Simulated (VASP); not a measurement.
# Ru (P6_3/mmc) in VASP: relaxation of cell and atoms with PBE

Aim: the relaxation of cell and atoms of Ru with PBE.

All numbers are computed with VASP 6.6.1; they aren't measurements. Logs are shortened: lines on timing, memory, paths and dates and some standing lists are left out, and cuts for length are marked.

### 1 The cell of the first run

It takes space group P6_3/mmc (No. 194, hexagonal). The conventional cell has a = 2.697 Å, b = 2.697 Å, c = 8.762 Å, α = 90.00°, β = 90.00°, γ = 120.00°. Ru (site symmetry -3m) has 12 Ru at 2.69 to 2.70 Å within 3.5 Å. Ru (site symmetry -6m2) has 12 Ru at 2.69 to 2.70 Å within 3.5 Å.

### 2 Relaxation of cell and atoms, PBE

Input file INCAR:

```
ALGO = Fast
EDIFF = 1E-6
EDIFFG = -0.01
ENCUT = 600
GGA = PE
IBRION = 2
ISIF = 3
ISMEAR = 0
LASPH = True
LCHARG = False
LREAL = False
LWAVE = False
NELM = 100
NSW = 80
PREC = Accurate
SIGMA = 0.1
```

Input file KPOINTS:

```
k-points
0
Gamma
  18 18 6
```

Input file POSCAR:

```
Ru
1.0
    2.6972417390      0.0000000000      0.0000000000
   -1.3486208695      2.3358798661      0.0000000000
    0.0000000000      0.0000000000      8.7615862353
Ru
4
Direct
    0.0000000000      0.0000000000      0.0000000000
    0.3333333333      0.6666666667      0.2500000000
    0.0000000000      0.0000000000      0.5000000000
    0.6666666667      0.3333333333      0.7500000000
```

Potentials or basis: VASP PAW PBE potentials, release 64 (Ru_pv).

Run with:

```console
cat potpaw_PBE.64/Ru_pv/POTCAR > POTCAR
mpirun -np 1 vasp_std > vasp.out
```

OUTCAR:

```text
EDIFF = 1E-6
   EDIFFG = -0.01
   ENCUT = 600
   GGA = PE
   IBRION = 2
   ISIF = 3
   ISMEAR = 0
   LASPH = True
   LREAL = False
   NELM = 100
   NSW = 80
   PREC = Accurate

 ion  position               nearest neighbor table
   1  0.000  0.000  0.000-   2 2.69   4 2.69   2 2.69   4 2.69   4 2.69   2 2.69
   2  0.333  0.667  0.250-   1 2.69   3 2.69   1 2.69   3 2.69   1 2.69   3 2.69
   3  0.000  0.000  0.500-   2 2.69   4 2.69   2 2.69   4 2.69   4 2.69   2 2.69
   4  0.667  0.333  0.750-   1 2.69   3 2.69   1 2.69   3 2.69   1 2.69   3 2.69

  LATTYP: Found a hexagonal cell.
 ALAT       =     2.6972417390
 C/A-ratio  =     3.2483503828

  Lattice vectors:

 A1 = (   2.6972417390,   0.0000000000,   0.0000000000)
 A2 = (  -1.3486208695,   2.3358798661,   0.0000000000)
 A3 = (   0.0000000000,   0.0000000000,   8.7615862353)

Analysis of symmetry for initial positions (statically):
=====================================================================
 Subroutine PRICEL returns:
 Original cell was already a primitive cell.

 Routine SETGRP: Setting up the symmetry group for a
 hexagonal supercell.

 Subroutine GETGRP returns: Found 24 space group operations
 (whereof 12 operations were pure point group operations)
 out of a pool of 24 trial point group operations.

The static configuration has the point symmetry D_3d.
 The point group associated with its full space group is D_6h.

Analysis of symmetry for dynamics (positions and initial velocities):
=====================================================================
 Subroutine PRICEL returns:
 Original cell was already a primitive cell.

 Routine SETGRP: Setting up the symmetry group for a
 hexagonal supercell.

 Subroutine GETGRP returns: Found 24 space group operations
 (whereof 12 operations were pure point group operations)
 out of a pool of 24 trial point group operations.

The dynamic configuration has the point symmetry D_3d.
 The point group associated with its full space group is D_6h.

 Subroutine INISYM returns: Found 24 space group operations
 (whereof 12 operations are pure point group operations),
 and found     1 'primitive' translations

----------------------------------------------------------------------------------------

                                     Primitive cell

  volume of cell :      55.2018

  direct lattice vectors                    reciprocal lattice vectors
     2.697241739  0.000000000  0.000000000     0.370749120  0.214052104  0.000000000
    -1.348620869  2.335879866  0.000000000     0.000000000  0.428104208  0.000000000
     0.000000000  0.000000000  8.761586235     0.000000000  0.000000000  0.114134584

  length of vectors
     2.697241739  2.697241739  8.761586235     0.428104208  0.428104208  0.114134584

  position of ions in fractional coordinates (direct lattice)
     0.000000000  0.000000000  0.000000000
     0.333333333  0.666666667  0.250000000
     0.000000000  0.000000000  0.500000000
     0.666666667  0.333333333  0.750000000

  ion indices of the primitive-cell ions
   primitive index   ion index
                 1           1
                 2           2
                 3           3
                 4           4

----------------------------------------------------------------------------------------

 KPOINTS: k-points

Automatic generation of k-mesh.
 Grid dimensions read from file:
 generate k-points for:   18   18    6

 Generating k-lattice:

  Cartesian coordinates                     Fractional coordinates (reciprocal lattice)
     0.020597173  0.011891784  0.000000000     0.055555556  0.000000000  0.000000000
     0.000000000  0.023783567  0.000000000     0.000000000  0.055555556  0.000000000
     0.000000000  0.000000000  0.019022431     0.000000000  0.000000000  0.166666667

  Length of vectors
     0.023783567  0.023783567  0.019022431

  Shift w.r.t. Gamma in fractional coordinates (k-lattice)
     0.000000000  0.000000000  0.000000000

 Subroutine IBZKPT returns following result:
 ===========================================

 Found    148 irreducible k-points:

 Following reciprocal coordinates:
            Coordinates               Weight
  0.000000  0.000000  0.000000      1.000000
  0.055556  0.000000  0.000000      6.000000
  0.111111  0.000000  0.000000      6.000000
  0.166667  0.000000  0.000000      6.000000
  0.222222  0.000000  0.000000      6.000000
  0.277778  0.000000  0.000000      6.000000
[... 16 lines left out ...]
  0.333333  0.111111  0.000000     12.000000
  0.388889  0.111111  0.000000     12.000000
 [... further k-points ...]
   k-points           NKPTS =    148   k-points in BZ     NKDIM =    148   number of bands    NBANDS=     33
   number of dos      NEDOS =    301   number of ions     NIONS =      4
   total plane-waves  NPLWV =  40320
   dimension x,y,z NGX =    24 NGY =   24 NGZ =   70
   dimension x,y,z NGXF=    48 NGYF=   48 NGZF=  140
   ions per type =               4
   NGX,Y,Z   is equivalent  to a cutoff of  14.79, 14.79, 13.28 a.u.
   NGXF,Y,Z  is equivalent  to a cutoff of  29.59, 29.59, 26.56 a.u.
 SYSTEM =  unknown system
   PREC   = accura    normal or accurate (medium, high low for compatibility)
   ISTART =      0    job   : 0-new  1-cont  2-samecut
   ICHARG =      2    charge: 1-file 2-atom 10-const
   ISPIN  =      1    spin polarized calculation?
   LNONCOLLINEAR =      F non collinear calculations
   LSORBIT =      F    spin-orbit coupling
   LASPH  =      T    aspherical Exc in radial PAW
   ENCUT  =  600.0 eV  44.10 Ry    6.64 a.u.   5.39  5.39 17.50*2*pi/ulx,y,z
   NELM   =    100;   NELMIN=  2; NELMDL= -5     # of ELM steps
   EDIFF  = 0.1E-05   stopping-criterion for ELM
   LREAL  =      F    real-space projection
   EDIFFG = -.1E-01   stopping-criterion for IOM
   NSW    =     80    number of steps for IOM
   IBRION =      2    ionic relax: 0-MD 1-quasi-New 2-CG
   NFREE  =      1    steps in history (QN), initial steepest desc. (CG)
   ISIF   =      3    stress and relaxation
   ISYM   =      2    0-nonsym 1-usesym 2-fastsym
   POTIM  = 0.5000    time-step for ionic-motion
   TEBEG  =    0.0;   TEEND  =   0.0 temperature during run
   PSTRESS=    0.0 pullay stress
   NELECT =      56.0000    total number of electrons
   NUPDOWN=      -1.0000    fix difference up-down
   EMIN   =  10.00;   EMAX   =-10.00  energy-range for DOS
   EFERMI =   0.00;   METHOD = LEGACY
   ISMEAR =     0;   SIGMA  =   0.10  broadening in eV -4-tet -1-fermi 0-gaus
   EFERMI_NEDOS =   21; number of points for ismear=-14 and -15
   IALGO  =     68    algorithm
   IMIX   =      4    mixing-type and parameters
     AMIX     =   0.40;   BMIX     =  1.00
     AMIX_MAG =   1.60;   BMIX_MAG =  1.00
  volume/ion in A,a.u.               =      13.80        93.13
  Fermi-wavevector in a.u.,A,eV,Ry     =   1.644952  3.108508 36.815541  2.705866
  Thomas-Fermi vector in A             =   2.734831
   LORBIT       =      0    0 simple, 1 ext, 2 COOP (PROOUT), +10 PAW based schemes
   GGA     = PE    functional components
   LHFCALC =     F    Hartree Fock is set to
   AEXX    =    0.0000 exact exchange contribution
   IVDW    =     0    specifies the selected vdW correction
   LEPSILON=     F    determine dielectric tensor
   LRPA    =     F    only Hartree local field effects (RPA)
 conjugate gradient relaxation of ions
 non-spin polarized calculation
 RMM-DIIS sequential band-by-band and
 Gauss-broadening in eV      SIGMA  =   0.10
  energy-cutoff  :      600.00
  volume of cell :       55.20
 maximum number of plane-waves:      1907
 NGX is ok and might be reduce to    24
   NGX = 11   NGY = 11   NGZ = 35

--------------------------------------- Ionic step        1  -------------------------------------------

 number of electron      55.9999986 magnetization

 Free energy of the ion-electron system (eV)
  ---------------------------------------------------
  ext. energy  EPLUGINS =         0.00000000
  ---------------------------------------------------
  free energy    TOTEN  =       -36.62742678 eV

  energy without entropy =      -36.60885876  energy(sigma->0) =      -36.61814277

------------------------ aborting loop because EDIFF is reached ----------------------------------------

  FORCE on cell =-STRESS in cart. coord.  units (eV):
  Direction    XX          YY          ZZ          XY          YZ          ZX
  --------------------------------------------------------------------------------------
  -------------------------------------------------------------------------------------
  Total        0.5112570      0.5112570     -0.8776701      0.0000000      0.0000000      0.0000000
  in kB       14.8387291     14.8387291    -25.4735088      0.0000000      0.0000000      0.0000000
  external PRESSURE =       1.4013164 kB  Pullay stress =       0.0000000 kB

 VOLUME and BASIS-vectors are now :
 -----------------------------------------------------------------------------
  energy-cutoff  :      600.00
  volume of cell :       55.20
      direct lattice vectors                 reciprocal lattice vectors
     2.697241739  0.000000000  0.000000000     0.370749120  0.214052104  0.000000000
    -1.348620869  2.335879866  0.000000000     0.000000000  0.428104208  0.000000000
     0.000000000  0.000000000  8.761586235     0.000000000  0.000000000  0.114134584
[... 39 lines left out ...]
 POSITION                                       TOTAL-FORCE (eV/Angst)
 -----------------------------------------------------------------------------------
      0.00000      0.00000      0.00000         0.000000      0.000000      0.000000
     -0.00000      1.56686      2.16721        -0.000000      0.000000      0.000000
      0.00000      0.00000      4.33442         0.000000      0.000000      0.000000
      1.35694      0.78343      6.50163         0.000000     -0.000000     -0.000000
 -----------------------------------------------------------------------------------
    total drift:                               -0.000000      0.000000      0.000000

  FREE ENERGIE OF THE ION-ELECTRON SYSTEM (eV)
  ---------------------------------------------------
  free  energy   TOTEN  =       -36.6281054392 eV

  energy  without entropy=      -36.6084043207  energy(sigma->0) =      -36.61825488

--------------------------------------- Ionic step        3  -------------------------------------------

 number of electron      55.9999986 magnetization

 Free energy of the ion-electron system (eV)
  ---------------------------------------------------
  ext. energy  EPLUGINS =         0.00000000
  ---------------------------------------------------
  free energy    TOTEN  =       -36.63150275 eV

  energy without entropy =      -36.61243456  energy(sigma->0) =      -36.62196865

 E-fermi :  12.4972     XC(G=0): -14.0114

 val. band max:       12.4918780574   @ k =   0.3333   0.3333   0.1667
 cond. band min:      12.4982240405   @ k =   0.3333   0.0556   0.3333
 fundamental gap:      0.0063459831
 Fermi energy:        12.4971583328

 k-point     1 :       0.0000    0.0000    0.0000
  band No.  band energies     occupation
      1     -31.0123      2.00000
      2     -30.5322      2.00000
      3     -30.4766      2.00000
      4     -30.1388      2.00000
      5     -30.1388      2.00000
      6     -30.0805      2.00000
[... 853 lines left out ...]
     32      14.4553      0.00000
     33      15.7891      0.00000

 [... further k-points ...]
[... 5 lines left out ...]
  --------------------------------------------------------------------------------------
  -------------------------------------------------------------------------------------
  Total       -0.0262716     -0.0262716     -0.0339701      0.0000000     -0.0000000      0.0000000
  in kB       -0.7618306     -0.7618306     -0.9850720      0.0000000     -0.0000000      0.0000000
  external PRESSURE =      -0.8362444 kB  Pullay stress =       0.0000000 kB

 VOLUME and BASIS-vectors are now :
 -----------------------------------------------------------------------------
  energy-cutoff  :      600.00
  volume of cell :       55.25
      direct lattice vectors                 reciprocal lattice vectors
     2.705943761  0.000000000  0.000000000     0.369556831  0.213363736  0.000000000
    -1.352971881  2.343416039  0.000000000    -0.000000000  0.426727471  0.000000000
     0.000000000  0.000000000  8.713060164     0.000000000 -0.000000000  0.114770239

 POSITION                                       TOTAL-FORCE (eV/Angst)
 -----------------------------------------------------------------------------------
      0.00000      0.00000      0.00000        -0.000000      0.000000      0.000000
     -0.00000      1.56228      2.17827         0.000000     -0.000000     -0.000000
      0.00000      0.00000      4.35653         0.000000      0.000000      0.000000
      1.35297      0.78114      6.53480        -0.000000      0.000000      0.000000
 -----------------------------------------------------------------------------------
    total drift:                               -0.000000      0.000000      0.000000

  FREE ENERGIE OF THE ION-ELECTRON SYSTEM (eV)
  ---------------------------------------------------
  free  energy   TOTEN  =       -36.6315027507 eV

  energy  without entropy=      -36.6124345563  energy(sigma->0) =      -36.62196865

 reached required accuracy - stopping structural energy minimisation
```

It took 8.4 min on 1 thread of AMD EPYC 9R45 (Zen 5), shared host; peak memory 0.35 GiB.

Results:

* Free energy: -36.6315 eV
* Relaxed volume: 13.81 Å³/atom
* Relaxed cell: a = 2.706 Å, b = 2.706 Å, c = 8.713 Å, α = 90.00°, β = 90.00°, γ = 120.00°
* Space group after relaxing (to 0.1 Å): P6_3/mmc (No. 194)
* Energy gained by relaxing: 1.0 meV/atom
* Ionic steps: 3
* Pressure after relaxing: -0.1 GPa
* Band gap on the k mesh: zero (bands 28 and 29 overlap by 2.86 eV)

Step by step:
| step | energy change (eV) | largest force (eV/Å) | pressure (GPa) | volume (Å³) |
| --- | --- | --- | --- | --- |
| 1 | 0.0000 | 0.0000 | 0.14 | 55.20 |
| 2 | -0.0007 | 0.0000 | -0.28 | 55.29 |
| 3 | -0.0041 | 0.0000 | -0.08 | 55.25 |

Final structure:
```
Ru
1.0
     2.70594    0.00000    0.00000
    -1.35297    2.34342    0.00000
     0.00000    0.00000    8.71306
Ru
4
Direct
  0.00000 0.00000 0.00000
  0.33333 0.66667 0.25000
  0.00000 0.00000 0.50000
  0.66667 0.33333 0.75000
```
